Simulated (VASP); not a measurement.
Pr2B:

```
CELL_PARAMETERS angstrom
6.54085 0.00000 0.00000
0.00000 6.55615 0.00000
0.00000 0.00000 3.90801
ATOMIC_POSITIONS crystal
Pr 0.33254 0.25447 0.00000
Pr 0.66746 0.74553 0.00000
Pr 0.16746 0.75447 0.50000
Pr 0.83254 0.24553 0.50000
B 0.00000 0.00000 0.00000
B 0.50000 0.50000 0.50000
```

The cell was generated, and may not be a known phase.

| Property | Result |
| --- | --- |
| Program | VASP 6.6.1 |
| Task | relaxation of cell and atoms |
| Functional | PBE |
| Potentials or basis | VASP PAW PBE potentials, release 64 (Pr_3, B), 4f in core |
| Cutoff | 500 eV |
| k mesh | 6 × 6 × 8 |
| Occupations | gaussian, width 0.1 eV |
| Spin | no spin polarisation |

At the start: pressure -0.4 GPa; volume 27.93 Å³/atom.

Where does the relaxation end?

Over 21 steps the energy falls by 3.9 meV/atom and the volume is 27.81 Å³/atom (-0.4 %); space group Pnnm (No. 58, to 0.1 Å) before and after.

The path:
| step | energy change (eV) | largest force (eV/Å) | pressure (GPa) | volume (Å³) |
| --- | --- | --- | --- | --- |
| 1 | 0.0000 | 0.0741 | -0.39 | 167.59 |
| 2 | -0.0056 | 0.0385 | 0.12 | 165.96 |
| 3 | -0.0060 | 0.0341 | 0.29 | 165.45 |
| 4 | -0.0097 | 0.0492 | 0.17 | 165.91 |
| 5 | -0.0129 | 0.1098 | -0.13 | 167.12 |
| 6 | -0.0163 | 0.1009 | -0.07 | 166.89 |
| 7 | -0.0188 | 0.0770 | 0.00 | 166.51 |
| 8 | -0.0217 | 0.0292 | -0.03 | 166.46 |
| 9 | -0.0222 | 0.0246 | -0.04 | 166.43 |
| 10 | -0.0223 | 0.0179 | 0.08 | 166.08 |
| 11 | -0.0223 | 0.0178 | 0.08 | 166.07 |
| 12 | -0.0225 | 0.0165 | 0.07 | 166.14 |
| 13 | -0.0228 | 0.0137 | 0.04 | 166.33 |
| 14 | -0.0229 | 0.0175 | -0.03 | 166.72 |
| 15 | -0.0230 | 0.0156 | -0.01 | 166.62 |
| 16 | -0.0231 | 0.0142 | 0.00 | 166.62 |
| 17 | -0.0234 | 0.0116 | 0.02 | 166.63 |
| 18 | -0.0235 | 0.0077 | 0.06 | 166.65 |
| 19 | -0.0235 | 0.0085 | 0.05 | 166.65 |
| 20 | -0.0234 | 0.0050 | -0.13 | 167.24 |
| 21 | -0.0236 | 0.0042 | -0.01 | 166.85 |

Final structure:
```
Pr B
1.0
     6.71562    0.00000    0.00000
     0.00000    6.59966    0.00000
     0.00000    0.00000    3.76452
Pr B
4 2
Direct
  0.32328 0.25966 0.00000
  0.67672 0.74034 0.00000
  0.17672 0.75966 0.50000
  0.82328 0.24034 0.50000
  0.00000 0.00000 0.00000
  0.50000 0.50000 0.50000
```
